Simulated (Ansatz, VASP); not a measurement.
**Two plane-wave programs on Mn3Ag**

```
CELL_PARAMETERS angstrom
3.94131 0.00000 0.00000
0.00000 3.94131 0.00000
0.00000 0.00000 3.94131
ATOMIC_POSITIONS crystal
Mn 0.00000 0.50000 0.50000
Mn 0.50000 0.00000 0.50000
Mn 0.50000 0.50000 0.00000
Ag 0.00000 0.00000 0.00000
```

Alike in both runs: functional PBE; k mesh 4 × 4 × 4; occupations gaussian, width 0.1 eV; collinear spin.

Ansatz relaxed the structure, and its values are those at the end. VASP's run is a single point on that final structure, the one shown.

```csv
,VASP,Ansatz
version,VASP 6.6.1,Ansatz 0.2.0
potentials or method,"VASP PAW PBE potentials, release 64 (Mn_pv, Ag), cutoff 520 eV","scalar-relativistic, plane waves, PAW"
valence electrons in the cell,50,64
```

```tsv
	VASP	Ansatz	Ansatz less VASP
gap on the k mesh at the Fermi level (eV)	none	none	-
pressure (GPa)	0.0	0.0	-0.01
net moment per atom (μB)	2.72	2.72	-0.001
size of the moment on the site where the two differ most (μB)	0.01	0.07	+0.055
```

Site moments also hang on the region over which each program counts them. A gap of «none» marks a metal or a gap that the smearing closes. VASP's potentials hold 50 valence electrons a cell and Ansatz's 64, so a difference there can come from the potentials and not from the codes.

The k mesh is coarse, so the values compare programs but aren't converged.
